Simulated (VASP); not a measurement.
# TaAs (I4_1md) in VASP: a series of runs

TaAs is run at these levels: PBE; tasks: single point.

Everything below comes from runs of VASP 6.6.1. Logs are shortened: lines on timing, memory, paths and dates and some standing lists are left out, and cuts for length are marked.

## 1. The cell of the first run

It takes space group I4_1md (No. 109, tetragonal). The conventional cell has a = 3.463 Å, b = 3.463 Å, c = 11.735 Å, α = 90.00°, β = 90.00°, γ = 90.00°. Within 3.5 Å of Ta (site symmetry 2mm) lie 6 As at 2.62 to 2.63 Å and 8 Ta at 3.41 to 3.46 Å. As (site symmetry 2mm) has 6 Ta at 2.62 to 2.63 Å and 8 As at 3.41 to 3.46 Å within 3.5 Å.

## 2. Single point, PBE

INCAR

```
ALGO = Normal ; EDIFF = 1E-7
ENCUT = 520 ; GGA = PE
ISIF = 2 ; ISMEAR = 0
LASPH = T ; LCHARG = F
LREAL = F ; LWAVE = F
NBANDS = 24 ; NELM = 80
PREC = Accurate ; SIGMA = 0.1
```

KPOINTS

```
k-points
0
Gamma
  18 18 18
```

POSCAR

```
TaAs
1.0
   -1.7314485039      1.7314485039      5.8672947333
    1.7314485039     -1.7314485039      5.8672947333
    1.7314485039      1.7314485039     -5.8672947333
Ta As
2 2
Direct
    0.5001741945      1.0001741945      0.5000000000
    0.7501741945      0.7501741945      0.0000000000
    0.0824252255      0.5824252255      0.5000000000
    0.3324252255      0.3324252255      0.0000000000
```

Potentials or basis: VASP PAW PBE potentials, release 64 (Ta_pv, As).

Launch:

```bash
$ cat potpaw_PBE.64/Ta_pv/POTCAR potpaw_PBE.64/As/POTCAR > POTCAR
$ mpirun -np 1 vasp_std > vasp.out
```

OUTCAR:

```text
EDIFF = 1E-7
   ENCUT = 520
   GGA = PE
   ISIF = 2
   ISMEAR = 0
   LASPH = T
   LREAL = F
   NELM = 80
   PREC = Accurate

 ion  position               nearest neighbor table
   1  0.500  0.000  0.500-   4 2.62   4 2.62   3 2.63   3 2.63   3 2.63   3 2.63   2 3.41   2 3.41
                             2 3.41   2 3.41
   2  0.750  0.750  0.000-   3 2.62   3 2.62   4 2.63   4 2.63   4 2.63   4 2.63   1 3.41   1 3.41
                             1 3.41   1 3.41
   3  0.082  0.582  0.500-   2 2.62   2 2.62   1 2.63   1 2.63   1 2.63   1 2.63
   4  0.332  0.332  0.000-   1 2.62   1 2.62   2 2.63   2 2.63   2 2.63   2 2.63

  LATTYP: Found a body centered tetragonal cell.
 ALAT       =     3.4628970078
 C/A-ratio  =     3.3886625678

  Lattice vectors:

 A1 = (  -1.7314485039,   1.7314485039,   5.8672947333)
 A2 = (   1.7314485039,  -1.7314485039,   5.8672947333)
 A3 = (   1.7314485039,   1.7314485039,  -5.8672947333)

Analysis of symmetry for initial positions (statically):
=====================================================================
 Subroutine PRICEL returns:
 Original cell was already a primitive cell.

 Routine SETGRP: Setting up the symmetry group for a
 body centered tetragonal supercell.

 Subroutine GETGRP returns: Found  8 space group operations
 (whereof  4 operations were pure point group operations)
 out of a pool of 16 trial point group operations.

The static configuration has the point symmetry C_2v.
 The point group associated with its full space group is C_4v.

Analysis of symmetry for dynamics (positions and initial velocities):
=====================================================================
 Subroutine PRICEL returns:
 Original cell was already a primitive cell.

 Routine SETGRP: Setting up the symmetry group for a
 body centered tetragonal supercell.

 Subroutine GETGRP returns: Found  8 space group operations
 (whereof  4 operations were pure point group operations)
 out of a pool of 16 trial point group operations.

The dynamic configuration has the point symmetry C_2v.
 The point group associated with its full space group is C_4v.

 Subroutine INISYM returns: Found  8 space group operations
 (whereof  4 operations are pure point group operations),
 and found     1 'primitive' translations

----------------------------------------------------------------------------------------

                                     Primitive cell

  volume of cell :      70.3586

  direct lattice vectors                    reciprocal lattice vectors
    -1.731448504  1.731448504  5.867294733     0.000000000  0.288775553  0.085218150
     1.731448504 -1.731448504  5.867294733     0.288775553  0.000000000  0.085218150
     1.731448504  1.731448504 -5.867294733     0.288775553  0.288775553  0.000000000

  length of vectors
     6.357749235  6.357749235  6.357749235     0.301087119  0.301087119  0.408390304

  position of ions in fractional coordinates (direct lattice)
     0.500174194  0.000174194  0.500000000
     0.750174194  0.750174194  0.000000000
     0.082425226  0.582425226  0.500000000
     0.332425226  0.332425226  0.000000000

  ion indices of the primitive-cell ions
   primitive index   ion index
                 1           1
                 2           2
                 3           3
                 4           4

----------------------------------------------------------------------------------------

 KPOINTS: k-points

Automatic generation of k-mesh.
 Grid dimensions read from file:
 generate k-points for:   18   18   18

 Generating k-lattice:

  Cartesian coordinates                     Fractional coordinates (reciprocal lattice)
     0.000000000  0.016043086  0.004734342     0.055555556  0.000000000 -0.000000000
     0.016043086  0.000000000  0.004734342     0.000000000  0.055555556 -0.000000000
     0.016043086  0.016043086  0.000000000     0.000000000  0.000000000  0.055555556

  Length of vectors
     0.016727062  0.016727062  0.022688350

  Shift w.r.t. Gamma in fractional coordinates (k-lattice)
     0.000000000  0.000000000  0.000000000

 Subroutine IBZKPT returns following result:
 ===========================================

 Found    480 irreducible k-points:

 Following reciprocal coordinates:
            Coordinates               Weight
  0.000000  0.000000  0.000000      1.000000
  0.055556  0.000000 -0.000000      8.000000
  0.111111  0.000000 -0.000000      8.000000
  0.166667  0.000000  0.000000      8.000000
  0.222222  0.000000 -0.000000      8.000000
  0.277778  0.000000  0.000000      8.000000
[... 16 lines left out ...]
 -0.277778  0.055556  0.000000     16.000000
 -0.222222  0.055556  0.000000     16.000000
 [... further k-points ...]
   k-points           NKPTS =    480   k-points in BZ     NKDIM =    480   number of bands    NBANDS=     24
   number of dos      NEDOS =    301   number of ions     NIONS =      4
   total plane-waves  NPLWV = 110592
   dimension x,y,z NGX =    48 NGY =   48 NGZ =   48
   dimension x,y,z NGXF=    96 NGYF=   96 NGZF=   96
   ions per type =               2   2
   NGX,Y,Z   is equivalent  to a cutoff of  12.55, 12.55, 12.55 a.u.
   NGXF,Y,Z  is equivalent  to a cutoff of  25.10, 25.10, 25.10 a.u.
 SYSTEM =  unknown system
   PREC   = accura    normal or accurate (medium, high low for compatibility)
   ISTART =      0    job   : 0-new  1-cont  2-samecut
   ICHARG =      2    charge: 1-file 2-atom 10-const
   ISPIN  =      1    spin polarized calculation?
   LNONCOLLINEAR =      F non collinear calculations
   LSORBIT =      F    spin-orbit coupling
   LASPH  =      T    aspherical Exc in radial PAW
   ENCUT  =  520.0 eV  38.22 Ry    6.18 a.u.  11.82 11.82 11.82*2*pi/ulx,y,z
   NELM   =     80;   NELMIN=  2; NELMDL= -5     # of ELM steps
   EDIFF  = 0.1E-06   stopping-criterion for ELM
   LREAL  =      F    real-space projection
   EDIFFG = 0.1E-05   stopping-criterion for IOM
   NSW    =      0    number of steps for IOM
   IBRION =     -1    ionic relax: 0-MD 1-quasi-New 2-CG
   NFREE  =      0    steps in history (QN), initial steepest desc. (CG)
   ISIF   =      2    stress and relaxation
   ISYM   =      2    0-nonsym 1-usesym 2-fastsym
   POTIM  = 0.5000    time-step for ionic-motion
   TEBEG  =    0.0;   TEEND  =   0.0 temperature during run
   PSTRESS=    0.0 pullay stress
   NELECT =      32.0000    total number of electrons
   NUPDOWN=      -1.0000    fix difference up-down
   EMIN   =  10.00;   EMAX   =-10.00  energy-range for DOS
   EFERMI =   0.00;   METHOD = LEGACY
   ISMEAR =     0;   SIGMA  =   0.10  broadening in eV -4-tet -1-fermi 0-gaus
   EFERMI_NEDOS =   21; number of points for ismear=-14 and -15
   IALGO  =     38    algorithm
   IMIX   =      4    mixing-type and parameters
     AMIX     =   0.40;   BMIX     =  1.00
     AMIX_MAG =   1.60;   BMIX_MAG =  1.00
  volume/ion in A,a.u.               =      17.59       118.70
  Fermi-wavevector in a.u.,A,eV,Ry     =   1.258981  2.379129 21.565682  1.585033
  Thomas-Fermi vector in A             =   2.392563
   LORBIT       =      0    0 simple, 1 ext, 2 COOP (PROOUT), +10 PAW based schemes
   GGA     = PE    functional components
   LHFCALC =     F    Hartree Fock is set to
   AEXX    =    0.0000 exact exchange contribution
   IVDW    =     0    specifies the selected vdW correction
   LEPSILON=     F    determine dielectric tensor
   LRPA    =     F    only Hartree local field effects (RPA)
 non-spin polarized calculation
 Gauss-broadening in eV      SIGMA  =   0.10
  energy-cutoff  :      520.00
  volume of cell :       70.36
 maximum number of plane-waves:      1930
   NGX = 23   NGY = 23   NGZ = 23

 number of electron      32.0000002 magnetization

 Free energy of the ion-electron system (eV)
  ---------------------------------------------------
  ext. energy  EPLUGINS =         0.00000000
  ---------------------------------------------------
  free energy    TOTEN  =       -35.11802673 eV

  energy without entropy =      -35.11634664  energy(sigma->0) =      -35.11718669

 E-fermi :   6.8671     XC(G=0): -11.8559

 val. band max:        6.8574692419   @ k =  -0.3333   0.4444   0.3333
 cond. band min:       6.8672207648   @ k =  -0.1111  -0.4444   0.1111
 fundamental gap:      0.0097515229
 Fermi energy:         6.8670675117

 k-point     1 :       0.0000    0.0000    0.0000
  band No.  band energies     occupation
      1     -28.1311      2.00000
      2     -28.1004      2.00000
      3     -28.1004      2.00000
      4     -27.9551      2.00000
      5     -27.9551      2.00000
      6     -27.9015      2.00000
[... 16 lines left out ...]
     23      10.8966      0.00000
     24      10.8968      0.00000

 k-point     2 :       0.0556    0.0000   -0.0000
  band No.  band energies     occupation
      1     -28.1301      2.00000
      2     -28.1043      2.00000
      3     -28.1000      2.00000
      4     -27.9595      2.00000
      5     -27.9546      2.00000
      6     -27.9019      2.00000
[... 16 lines left out ...]
     23      10.5507      0.00000
     24      11.0461      0.00000

 k-point     3 :       0.1111    0.0000   -0.0000
  band No.  band energies     occupation
      1     -28.1311      2.00000
      2     -28.1116      2.00000
      3     -28.0988      2.00000
      4     -27.9720      2.00000
      5     -27.9531      2.00000
      6     -27.9035      2.00000
[... 16 lines left out ...]
     23      10.6724      0.00000
     24      11.4405      0.00000
[... 514 lines left out ...]
 k-point    23 :      -0.2778    0.0556    0.0000
  band No.  band energies     occupation
      1     -28.1954      2.00000
      2     -28.0997      2.00000
      3     -28.0895      2.00000
      4     -28.0330      2.00000
      5     -27.9497      2.00000
      6     -27.9142      2.00000
[... 16 lines left out ...]
     23      11.5640      0.00000
     24      12.6405      0.00000

 k-point    24 :      -0.2222    0.0556    0.0000
  band No.  band energies     occupation
      1     -28.1692      2.00000
      2     -28.1053      2.00000
      3     -28.0955      2.00000
      4     -28.0119      2.00000
      5     -27.9526      2.00000
      6     -27.9085      2.00000
[... 16 lines left out ...]
     23      11.4549      0.00000
     24      12.1770      0.00000

 [... further k-points ...]

------------------------ aborting loop because EDIFF is reached ----------------------------------------

  FORCE on cell =-STRESS in cart. coord.  units (eV):
  Direction    XX          YY          ZZ          XY          YZ          ZX
  --------------------------------------------------------------------------------------
  -------------------------------------------------------------------------------------
  Total        0.2062331      0.2062331      0.1544861      0.0000000      0.0000000      0.0000000
  in kB        4.6962581      4.6962581      3.5178959      0.0000000      0.0000000      0.0000000
  external PRESSURE =       4.3034707 kB  Pullay stress =       0.0000000 kB

 VOLUME and BASIS-vectors are now :
 -----------------------------------------------------------------------------
  energy-cutoff  :      520.00
  volume of cell :       70.36
      direct lattice vectors                 reciprocal lattice vectors
    -1.731448504  1.731448504  5.867294733     0.000000000  0.288775553  0.085218150
     1.731448504 -1.731448504  5.867294733     0.288775553  0.000000000  0.085218150
     1.731448504  1.731448504 -5.867294733     0.288775553  0.288775553  0.000000000

 POSITION                                       TOTAL-FORCE (eV/Angst)
 -----------------------------------------------------------------------------------
      0.00000      1.73145      0.00204         0.000000     -0.000000      0.002028
      0.00000      0.00000      8.80299        -0.000000      0.000000      0.002028
      1.73145      0.00000      0.96723         0.000000      0.000000     -0.002028
      0.00000      0.00000      3.90087         0.000000      0.000000     -0.002028
 -----------------------------------------------------------------------------------
    total drift:                                0.000000      0.000000     -0.000010

  FREE ENERGIE OF THE ION-ELECTRON SYSTEM (eV)
  ---------------------------------------------------
  free  energy   TOTEN  =       -35.1180267327 eV

  energy  without entropy=      -35.1163466397  energy(sigma->0) =      -35.11718669
```

Wall time 15 min (1 thread of Intel Xeon 6975P-C (Granite Rapids), shared host); peak memory 0.88 GiB.

Results:

```
Free energy            : -35.1180 eV
Pressure               : 0.4 GPa
Band gap on the k mesh : zero (bands 16 and 17 overlap by 0.02 eV)
```

Forces in eV/Å, atoms in the order of the input:
```
Ta   0.000  0.000  0.002
Ta   0.000  0.000  0.002
As   0.000  0.000 -0.002
As   0.000  0.000 -0.002
```

Stress tensor (GPa, compression positive):
```
0.47 0.00 0.00
0.00 0.47 0.00
0.00 0.00 0.35
```

Levels at points of the mesh, in eV from the Fermi level:
| k point | band 13 | band 14 | band 15 | band 16 | band 17 | band 18 | band 19 | band 20 |
| --- | --- | --- | --- | --- | --- | --- | --- | --- |
| (0.00, 0.00, 0.00) | -2.31 | -1.90 | -1.63 | -1.63 | 0.88 | 1.54 | 2.32 | 3.03 |
| (0.50, 0.00, 0.00) | -2.43 | -2.29 | -1.53 | -0.25 | 0.12 | 1.36 | 2.23 | 2.41 |
| (0.50, 0.50, 0.00) | -3.16 | -3.16 | -1.12 | -1.12 | 2.74 | 2.74 | 3.02 | 3.02 |
| (0.50, 0.50, 0.50) | -2.75 | -2.75 | -0.95 | -0.95 | 1.19 | 1.19 | 2.27 | 2.27 |

Caveat: spin-orbit coupling is left out, which moves the levels of the heavy elements.

## 3. Single point, PBE

INCAR

```
ALGO = Normal
EDIFF = 1E-6
ENCUT = 520
GGA = PE
ISIF = 2
ISMEAR = -1
LASPH = True
LCHARG = False
LREAL = False
LWAVE = False
NBANDS = 24
NELM = 60
PREC = Accurate
SIGMA = 0.15
```

KPOINTS is that of step 2.

POSCAR

```
TaAs
1.0
   -1.7319944677      1.7319944677      5.8664874093
    1.7319944677     -1.7319944677      5.8664874093
    1.7319944677      1.7319944677     -5.8664874093
Ta As
2 2
Direct
    0.5001820308      1.0001820308      0.5000000000
    0.7501820308      0.7501820308      0.0000000000
    0.0824173892      0.5824173892      0.5000000000
    0.3324173892      0.3324173892      0.0000000000
```

Potentials or basis: VASP PAW PBE potentials, release 64 (Ta_pv, As).

Launch:

```bash
$ cat potpaw_PBE.64/Ta_pv/POTCAR potpaw_PBE.64/As/POTCAR > POTCAR
$ mpirun -np 1 vasp_std > vasp.out
```

It took 15 min on 1 thread of Intel Xeon 6975P-C (Granite Rapids), shared host; peak memory 0.88 GiB.

Results (log left out):

| Quantity | Value |
| --- | --- |
| Free energy | -35.1394 eV |
| Pressure | 0.4 GPa |
| Band gap on the k mesh | zero (bands 16 and 17 overlap by 0.02 eV) |

Stress tensor (GPa, compression positive):
```
0.47 0.00 0.00
0.00 0.47 0.00
0.00 0.00 0.36
```

Levels at points of the mesh, in eV from the Fermi level:
```
           k point  band 12  band 13  band 14  band 15  band 16  band 17  band 18  band 19  band 20  band 21
(0.00, 0.00, 0.00)    -2.42    -2.26    -1.85    -1.59    -1.59     0.92     1.59     2.37     3.07     3.07
(0.50, 0.00, 0.00)    -3.36    -2.38    -2.24    -1.49    -0.20     0.17     1.41     2.27     2.45     3.03
(0.50, 0.50, 0.00)    -4.99    -3.11    -3.11    -1.08    -1.08     2.78     2.78     3.06     3.06     3.79
(0.50, 0.50, 0.50)    -2.81    -2.70    -2.70    -0.91    -0.91     1.23     1.23     2.32     2.32     3.08
```

Caveat: spin-orbit coupling is left out, which moves the levels of the heavy elements.
